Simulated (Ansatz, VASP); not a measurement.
**Two plane-wave programs on VCrC2**

```
CELL_PARAMETERS angstrom
1.46063 0.84330 4.73939
-1.46063 0.84330 4.73939
0.00000 -1.68659 4.73939
ATOMIC_POSITIONS crystal
Cr 0.50000 0.50000 0.50000
V 0.00000 0.00000 0.00000
C 0.24876 0.24876 0.24876
C 0.75124 0.75124 0.75124
```

Alike in both runs: task single point; functional PBE; k mesh 11 × 11 × 11; occupations fermi-dirac, width 0.05 eV; collinear spin.

|  | VASP | Ansatz |
| --- | --- | --- |
| version | VASP 6.6.1 | Ansatz 0.2.0 |
| potentials or method | VASP PAW PBE potentials, release 64 (Cr_pv, V_sv, C) | Ansatz PAW |
| plane-wave cutoff (eV) | 520 | 420 |
| valence electrons in the cell | 33 | 35 |

|  | VASP | Ansatz | Ansatz less VASP |
| --- | --- | --- | --- |
| gap on the k mesh at the Fermi level (eV) | none | none | - |
| pressure (GPa) | -2.0 | 0.4 | +2.37 |
| traceless stress, the component that is largest in VASP (GPa) | -0.58 | -2.22 | -1.646 |
| rms of the force components (eV/Å) | 0.001 | 0.008 | +0.0073 |
| net moment per atom (μB) | 0.09 | 0.27 | +0.178 |
| size of the moment on the site where the two differ most (μB) | 0.40 | 1.05 | +0.654 |

The net moments are unlike, so the other rows may belong to different states. Site moments also hang on the region over which each program counts them. Atom by atom the forces differ by 0.007 eV/Å (rms over components). A gap of «none» marks a metal or a gap that the smearing closes. VASP's potentials hold 33 valence electrons a cell and Ansatz's 35, so a difference there can come from the potentials and not from the codes.
